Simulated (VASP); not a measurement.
# AgCl in VASP: a series of runs

AgCl is run at these levels: PBE, r2SCAN; tasks: single point.

All numbers are computed with VASP 6.6.1; they aren't measurements. Logs are shortened: lines on timing, memory, paths and dates and some standing lists are left out, and cuts for length are marked.

### Step 1. The cell of the first run

The structure is trigonal, space group R-3m (No. 166). The conventional cell has a = 3.922 Å, b = 3.922 Å, c = 9.419 Å, α = 90.00°, β = 90.00°, γ = 120.00°. Ag (site symmetry -3m) has 6 Cl at 2.76 Å within 3.6 Å. Cl (site symmetry -3m) has 6 Ag at 2.76 Å within 3.6 Å.

### Step 2. Single point, PBE (strain along [111] -1.9%)

Input file INCAR:

```
ALGO = Normal
EDIFF = 1E-6
ENCUT = 520
GGA = PE
ISIF = 2
ISMEAR = -1
LASPH = True
LCHARG = False
LREAL = False
LWAVE = False
NBANDS = 16
NELM = 80
PREC = Accurate
SIGMA = 0.02
```

Input file KPOINTS:

```
k-points
0
Gamma
  8 8 8
```

Input file POSCAR:

```
AgCl
1.0
   -0.0360513896      2.7371324246      2.7371324246
    2.7371324246     -0.0360513896      2.7371324246
    2.7371324246      2.7371324246     -0.0360513896
Ag Cl
1 1
Direct
    0.0000000000      0.0000000000      0.0000000000
    0.5000000000      0.5000000000      0.5000000000
```

Potentials or basis: VASP PAW PBE potentials, release 64 (Ag, Cl).

Launch:

```sh
$ cat potpaw_PBE.64/Ag/POTCAR potpaw_PBE.64/Cl/POTCAR > POTCAR
$ mpirun -np 1 vasp_std > vasp.out
```

OUTCAR:

```text
EDIFF = 1E-6
   ENCUT = 520
   GGA = PE
   ISIF = 2
   ISMEAR = -1
   LASPH = True
   LREAL = False
   NELM = 80
   PREC = Accurate

 ion  position               nearest neighbor table
   1  0.000  0.000  0.000-   2 2.76   2 2.76   2 2.76   2 2.76   2 2.76   2 2.76
   2  0.500  0.500  0.500-   1 2.76   1 2.76   1 2.76   1 2.76   1 2.76   1 2.76

  LATTYP: Found a trigonal (rhomboedric) cell.
 ALAT       =     3.8710576749
 COS(alpha) =     0.4867865499

  Lattice vectors:

 A1 = (  -0.0360513896,   2.7371324246,   2.7371324246)
 A2 = (   2.7371324246,  -0.0360513896,   2.7371324246)
 A3 = (   2.7371324246,   2.7371324246,  -0.0360513896)

Analysis of symmetry for initial positions (statically):
=====================================================================
 Subroutine PRICEL returns:
 Original cell was already a primitive cell.

 Routine SETGRP: Setting up the symmetry group for a
 trigonal (rhombohedral) supercell.

 Subroutine GETGRP returns: Found 12 space group operations
 (whereof 12 operations were pure point group operations)
 out of a pool of 12 trial point group operations.

The static configuration has the point symmetry D_3d.

Analysis of symmetry for dynamics (positions and initial velocities):
=====================================================================
 Subroutine PRICEL returns:
 Original cell was already a primitive cell.

 Routine SETGRP: Setting up the symmetry group for a
 trigonal (rhombohedral) supercell.

 Subroutine GETGRP returns: Found 12 space group operations
 (whereof 12 operations were pure point group operations)
 out of a pool of 12 trial point group operations.

The dynamic configuration has the point symmetry D_3d.

 Subroutine INISYM returns: Found 12 space group operations
 (whereof 12 operations are pure point group operations),
 and found     1 'primitive' translations

----------------------------------------------------------------------------------------

                                     Primitive cell

  volume of cell :      41.8228

  direct lattice vectors                    reciprocal lattice vectors
    -0.036051390  2.737132425  2.737132425    -0.179102937  0.181493427  0.181493427
     2.737132425 -0.036051390  2.737132425     0.181493427 -0.179102937  0.181493427
     2.737132425  2.737132425 -0.036051390     0.181493427  0.181493427 -0.179102937

  length of vectors
[... 80 lines left out ...]
   ENCUT  =  520.0 eV  38.22 Ry    6.18 a.u.   7.20  7.20  7.20*2*pi/ulx,y,z
   NELM   =     80;   NELMIN=  2; NELMDL= -5     # of ELM steps
   EDIFF  = 0.1E-05   stopping-criterion for ELM
   LREAL  =      F    real-space projection
   EDIFFG = 0.1E-04   stopping-criterion for IOM
   NSW    =      0    number of steps for IOM
   IBRION =     -1    ionic relax: 0-MD 1-quasi-New 2-CG
   NFREE  =      0    steps in history (QN), initial steepest desc. (CG)
   ISIF   =      2    stress and relaxation
   ISYM   =      2    0-nonsym 1-usesym 2-fastsym
   POTIM  = 0.5000    time-step for ionic-motion
   TEBEG  =    0.0;   TEEND  =   0.0 temperature during run
   PSTRESS=    0.0 pullay stress
   NELECT =      18.0000    total number of electrons
   NUPDOWN=      -1.0000    fix difference up-down
   EMIN   =  10.00;   EMAX   =-10.00  energy-range for DOS
   EFERMI =   0.00;   METHOD = LEGACY
   ISMEAR =    -1;   SIGMA  =   0.02  broadening in eV -4-tet -1-fermi 0-gaus
   EFERMI_NEDOS =   21; number of points for ismear=-14 and -15
   IALGO  =     38    algorithm
   IMIX   =      4    mixing-type and parameters
     AMIX     =   0.40;   BMIX     =  1.00
     AMIX_MAG =   1.60;   BMIX_MAG =  1.00
  volume/ion in A,a.u.               =      20.91       141.12
  Fermi-wavevector in a.u.,A,eV,Ry     =   1.236027  2.335752 20.786460  1.527762
  Thomas-Fermi vector in A             =   2.370652
   LORBIT       =      0    0 simple, 1 ext, 2 COOP (PROOUT), +10 PAW based schemes
   GGA     = PE    functional components
   LHFCALC =     F    Hartree Fock is set to
   AEXX    =    0.0000 exact exchange contribution
   IVDW    =     0    specifies the selected vdW correction
   LEPSILON=     F    determine dielectric tensor
   LRPA    =     F    only Hartree local field effects (RPA)
 non-spin polarized calculation
  energy-cutoff  :      520.00
  volume of cell :       41.82
 maximum number of plane-waves:      1140
 NGX is ok and might be reduce to    30
   NGX = 15   NGY = 15   NGZ = 15

 number of electron      18.0000004 magnetization

 Free energy of the ion-electron system (eV)
  ---------------------------------------------------
  ext. energy  EPLUGINS =         0.00000000
  ---------------------------------------------------
  free energy    TOTEN  =        -5.38346084 eV

  energy without entropy =       -5.38346084  energy(sigma->0) =       -5.38346084

 E-fermi :   4.5008     XC(G=0): -10.0692

 val. band max:        4.0838115708   @ k =   0.5000   0.5000   0.5000
 cond. band min:       4.9724523665   @ k =   0.0000   0.0000   0.0000
 fundamental gap:      0.8886407957
 Fermi energy:         4.5008115765

 k-point     1 :       0.0000    0.0000    0.0000
  band No.  band energies     occupation
      1     -11.2121      2.00000
      2       1.5359      2.00000
      3       1.5359      2.00000
      4       1.5696      2.00000
      5       1.5934      2.00000
      6       1.5934      2.00000
[... 433 lines left out ...]
      3      -0.0276      2.00000
      4       0.3957      2.00000
      5       1.7402      2.00000
      6       1.8483      2.00000
[... 8 lines left out ...]
     15      17.9075      0.00000
     16      18.0604      0.00000

 [... further k-points ...]

------------------------ aborting loop because EDIFF is reached ----------------------------------------

  FORCE on cell =-STRESS in cart. coord.  units (eV):
  Direction    XX          YY          ZZ          XY          YZ          ZX
  --------------------------------------------------------------------------------------
  -------------------------------------------------------------------------------------
  Total        0.6495137      0.6495137      0.6495137      0.0158596      0.0158596      0.0158596
  in kB       24.8820017     24.8820017     24.8820017      0.6075612      0.6075612      0.6075612
  external PRESSURE =      24.8820017 kB  Pullay stress =       0.0000000 kB

 VOLUME and BASIS-vectors are now :
 -----------------------------------------------------------------------------
  energy-cutoff  :      520.00
  volume of cell :       41.82
      direct lattice vectors                 reciprocal lattice vectors
    -0.036051390  2.737132425  2.737132425    -0.179102937  0.181493427  0.181493427
     2.737132425 -0.036051390  2.737132425     0.181493427 -0.179102937  0.181493427
     2.737132425  2.737132425 -0.036051390     0.181493427  0.181493427 -0.179102937

 POSITION                                       TOTAL-FORCE (eV/Angst)
 -----------------------------------------------------------------------------------
      0.00000      0.00000      0.00000        -0.000000     -0.000000      0.000000
      2.71911      2.71911      2.71911         0.000000      0.000000     -0.000000
 -----------------------------------------------------------------------------------
    total drift:                               -0.000000      0.000000      0.000000

  FREE ENERGIE OF THE ION-ELECTRON SYSTEM (eV)
  ---------------------------------------------------
  free  energy   TOTEN  =        -5.3834608411 eV

  energy  without entropy=       -5.3834608411  energy(sigma->0) =       -5.38346084
```

OSZICAR:

```text
N       E                     dE             d eps       ncg     rms          rms(c)
DAV:   1     0.102332061779E+03    0.10233E+03   -0.87019E+03  2136   0.102E+03
DAV:   2    -0.191942522143E+01   -0.10425E+03   -0.96430E+02  2576   0.226E+02
DAV:   3    -0.553900656636E+01   -0.36196E+01   -0.36114E+01  2632   0.445E+01
DAV:   4    -0.556327248616E+01   -0.24266E-01   -0.24264E-01  2632   0.394E+00
DAV:   5    -0.556359314420E+01   -0.32066E-03   -0.32065E-03  2608   0.446E-01    0.651E+00
DAV:   6    -0.538801003252E+01    0.17558E+00   -0.24223E-01  2664   0.644E+00    0.422E+00
DAV:   7    -0.538403889572E+01    0.39711E-02   -0.96151E-02  2568   0.206E+00    0.201E+00
DAV:   8    -0.538332514264E+01    0.71375E-03   -0.44857E-03  2432   0.696E-01    0.319E-01
DAV:   9    -0.538339698165E+01   -0.71839E-04   -0.51514E-04  2632   0.275E-01    0.359E-02
DAV:  10    -0.538345606423E+01   -0.59083E-04   -0.78361E-05  2584   0.798E-02    0.251E-02
DAV:  11    -0.538346074271E+01   -0.46785E-05   -0.54082E-06  2592   0.168E-02    0.393E-03
DAV:  12    -0.538346084110E+01   -0.98393E-07   -0.51575E-07  1520   0.541E-03
   1 F= -.53834608E+01 E0= -.53834608E+01  d E =-.107601E-10
```

Wall time 38 s (1 thread of AMD EPYC 7R13 (Zen 3), shared host); peak memory 0.16 GiB.

Results:

| Property | Result |
| --- | --- |
| Free energy | -5.3835 eV |
| Pressure | 2.5 GPa |
| Band gap on the k mesh | 0.89 eV (least direct gap 3.23 eV) |

Stress tensor (GPa, compression positive):
```
2.49 0.06 0.06
0.06 2.49 0.06
0.06 0.06 2.49
```

Levels at points of the mesh, in eV from the valence-band top:
```
           k point  band 6  band 7  band 8  band 9  band 10  band 11  band 12  band 13
(0.00, 0.00, 0.00)   -2.49   -2.45   -2.45   -2.36     0.89    10.75    10.75    10.99
(0.50, 0.00, 0.00)   -2.14   -1.83   -0.04   -0.01     4.20     6.60     7.59     7.75
(0.50, 0.50, 0.00)   -2.30   -2.03   -2.02   -1.93     2.34     7.98     8.67    11.53
(0.50, 0.50, 0.50)   -2.14   -1.80    0.00    0.00     4.11     6.71     7.49     7.49
```

Caveat: the cell differs from its parent crystal (strain along [111] -1.9%). A k mesh can miss the band edges.

### Step 3. Single point, r2SCAN (biaxial xy strain +3.2%)

Input file POSCAR:

```
AgCl
1.0
    0.0000000000      2.8608164227      2.7731838142
    2.8608164227      0.0000000000      2.7731838142
    2.8608164227      2.8608164227      0.0000000000
Ag Cl
1 1
Direct
    0.0000000000      0.0000000000      0.0000000000
    0.5000000000      0.5000000000      0.5000000000
```

Input file INCAR.step1:

```
ALGO = Normal
EDIFF = 1E-4
ENCUT = 520
GGA = PE
ISMEAR = 0
LASPH = True
LCHARG = False
LREAL = False
LWAVE = True
NBANDS = 16
NELM = 80
PREC = Accurate
SIGMA = 0.01
```

Input file INCAR.step2:

```
ALGO = Normal
EDIFF = 1E-7
ENCUT = 520
ISIF = 2
ISMEAR = 0
ISTART = 1
LASPH = True
LCHARG = True
LELF = True
LMIXTAU = True
LREAL = False
LVHAR = True
LWAVE = False
METAGGA = R2SCAN
NBANDS = 16
NELM = 80
PREC = Accurate
SIGMA = 0.01
```

KPOINTS is that of step 2.

Potentials or basis: VASP PAW PBE potentials, release 64 (Ag, Cl).

Launch:

```sh
$ cat potpaw_PBE.64/Ag/POTCAR potpaw_PBE.64/Cl/POTCAR > POTCAR
$ cp INCAR.step1 INCAR
$ mpirun -np 1 vasp_std > vasp.out
$ cp INCAR.step2 INCAR
$ mpirun -np 1 vasp_std > vasp.out
```

Run time: 3.2 min. Hardware: 1 thread of AMD EPYC 7R13 (Zen 3), shared host; peak memory 0.16 GiB.

The run converged. Its results:

```yaml
Free_energy: -28.6174 eV
Pressure: -2.7 GPa
Band_gap_on_the_k_mesh: 1.35 eV (least direct gap 3.50 eV)
```

Stress tensor (GPa, compression positive):
```
-2.83  0.00  0.00
 0.00 -2.83  0.00
 0.00  0.00 -2.47
```

Levels at points of the mesh, in eV from the valence-band top:
```csv
k point,band 7,band 8,band 9,band 10,band 11,band 12
"(0.00, 0.00, 0.00)",-2.24,-2.24,-2.24,1.35,11.24,11.24
"(0.50, 0.00, 0.00)",-1.69,-0.18,0.00,4.76,6.74,8.14
"(0.50, 0.50, 0.00)",-1.88,-1.88,-1.80,2.92,8.20,9.14
"(0.50, 0.00, 0.50)",-1.89,-1.87,-1.81,2.94,8.40,8.82
```

Caveat: the cell differs from its parent crystal (biaxial xy strain +3.2%); the PAW data sets were made with another functional, which shifts forces and pressure a little.

### Step 4. Single point, r2SCAN (strain along [111] -1.9%)

Input file POSCAR:

```
AgCl
1.0
   -0.0360513896      2.7371324246      2.7371324246
    2.7371324246     -0.0360513896      2.7371324246
    2.7371324246      2.7371324246     -0.0360513896
Ag Cl
1 1
Direct
    0.0000000000      0.0000000000      0.0000000000
    0.5000000000      0.5000000000      0.5000000000
```

Input file INCAR.step1:

```
ALGO = Normal
EDIFF = 1E-4
ENCUT = 520
GGA = PE
ISMEAR = 0
LASPH = T
LCHARG = F
LREAL = F
LWAVE = T
NBANDS = 16
NELM = 60
PREC = Accurate
SIGMA = 0.01
```

Input file INCAR.step2:

```
ALGO = Normal
EDIFF = 1E-6
ENCUT = 520
ISIF = 2
ISMEAR = 0
ISTART = 1
LASPH = T
LCHARG = T
LELF = T
LMIXTAU = T
LREAL = F
LVHAR = T
LWAVE = F
METAGGA = R2SCAN
NBANDS = 16
NELM = 60
PREC = Accurate
SIGMA = 0.01
```

KPOINTS is that of step 3.

Launch:

```sh
$ cat potpaw_PBE.64/Ag/POTCAR potpaw_PBE.64/Cl/POTCAR > POTCAR
$ cp INCAR.step1 INCAR
$ mpirun -np 1 vasp_std > vasp.out
$ cp INCAR.step2 INCAR
$ mpirun -np 1 vasp_std > vasp.out
```

Run time: 2.7 min. Hardware: 1 thread of AMD EPYC 7R13 (Zen 3), shared host; peak memory 0.17 GiB.

It converged, with:

* Free energy: -28.6404 eV
* Pressure: 0.9 GPa
* Band gap on the k mesh: 1.41 eV (least direct gap 3.75 eV)

Stress tensor (GPa, compression positive):
```
0.92 0.06 0.06
0.06 0.92 0.06
0.06 0.06 0.92
```

Levels at points of the mesh, in eV from the valence-band top:
```tsv
k point	band 5	band 6	band 7	band 8	band 9	band 10	band 11	band 12	band 13	band 14
(0.00, 0.00, 0.00)	-2.54	-2.51	-2.49	-2.48	-2.48	1.41	11.23	11.23	11.48	12.73
(0.50, 0.00, 0.00)	-2.17	-2.15	-1.83	-0.04	-0.01	4.66	7.23	8.19	8.35	14.19
(0.50, 0.50, 0.00)	-2.87	-2.29	-2.03	-2.03	-1.90	2.88	8.31	9.29	12.37	12.51
(0.50, 0.50, 0.50)	-2.14	-2.14	-1.79	0.00	0.00	4.57	7.36	8.09	8.09	14.04
```

Caveat: the cell differs from its parent crystal (strain along [111] -1.9%); the PAW data sets were made with another functional, which shifts forces and pressure a little. A k mesh can miss the band edges.

### Step 5. Overview

| level | cell | smearing | gap on the mesh (eV) | pressure (GPa) |
| --- | --- | --- | --- | --- |
| PBE | a = 3.871 Å, angles 60.9°, 2 atoms | fermi-dirac 0.02 eV | 0.89 | 2.5 |
| r2SCAN | a = 3.984, b = 3.984, c = 4.046 Å, angles 59.5, 59.5, 61.0°, 2 atoms | gaussian 0.01 eV | 1.35 | -2.7 |
| r2SCAN | a = 3.871 Å, angles 60.9°, 2 atoms | gaussian 0.01 eV | 1.41 | 0.9 |

Alike in all rows: task single point; potentials or basis VASP PAW PBE potentials, release 64 (Ag, Cl); no spin polarisation; k mesh 8 × 8 × 8; cutoff (eV) 520.

Caveats: the PAW data sets were made with another functional, which shifts forces and pressure a little (at least some runs).

Absolute energies hang on the potentials; compare differences alone.
